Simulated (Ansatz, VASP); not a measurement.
# One calculation of LiF, two programs

Contents of INCAR:

```
SYSTEM = LiF
ALGO = Normal
EDIFF = 1E-6
ENCUT = 520
GGA = PE
ISIF = 2
ISMEAR = 0
LASPH = .TRUE.
LCHARG = .FALSE.
LREAL = .FALSE.
LWAVE = .FALSE.
NBANDS = 18
NELM = 60
PREC = Accurate
SIGMA = 0.05
```

Contents of KPOINTS:

```
k-points
0
G
  9 9 6
  0 0 0
```

POSCAR

```
LiF
1.0
    3.1427330808      0.0000000000      0.0000000000
   -1.5713665404      2.7216866853      0.0000000000
    0.0000000000      0.0000000000      4.8495514170
Li F
2 2
Direct
    0.3333333333      0.6666666667      0.4320721835
    0.6666666667      0.3333333333      0.9320721835
    0.3333333333      0.6666666667      0.9939266766
    0.6666666667      0.3333333333      0.4939266766
```

Input for Ansatz:

```yaml
crystal:
  lattice:
    - [3.1427330808, 0.0, 0.0]
    - [-1.5713665404, 2.7216866853, 0.0]
    - [0.0, 0.0, 4.849551417]
  atoms:
    - { symbol: Li, position: [0.3333333333, 0.6666666667, 0.4320721835] }
    - { symbol: Li, position: [0.6666666667, 0.3333333333, 0.9320721835] }
    - { symbol: F, position: [0.3333333333, 0.6666666667, 0.9939266766] }
    - { symbol: F, position: [0.6666666667, 0.3333333333, 0.4939266766] }
basis:
  ecutwfc: 520.0
kpoints:
  mp_grid: { grid: [9, 9, 6] }
hamiltonian:
  xc: pbe
scf:
  occupations: { method: gaussian, width: 0.05 }
output:
  forces: true
  stress: true
  eigenvalues: true
```

Alike in both runs: task single point; functional PBE; k mesh 9 × 9 × 6; occupations gaussian, width 0.05 eV; no spin polarisation.

|  | VASP | Ansatz |
| --- | --- | --- |
| version | VASP 6.6.1 | Ansatz 0.2.0 |
| potentials or method | VASP PAW PBE potentials, release 64 (Li_sv, F), cutoff 520 eV | scalar-relativistic, plane waves, PAW |
| valence electrons in the cell | 20 | 20 |

|  | VASP | Ansatz | Ansatz less VASP |
| --- | --- | --- | --- |
| gap on the k mesh at the Fermi level (eV) | 7.36 | 7.37 | +0.012 |
| least direct gap on the mesh (eV) | 7.36 | 7.37 | +0.012 |
| rms of the force components (eV/Å) | 0.146 | 0.140 | -0.0058 |

Atom by atom the forces differ by 0.006 eV/Å (rms over components).

Noted on VASP's run: the cutoff is short for stress, so the pressure is rough.
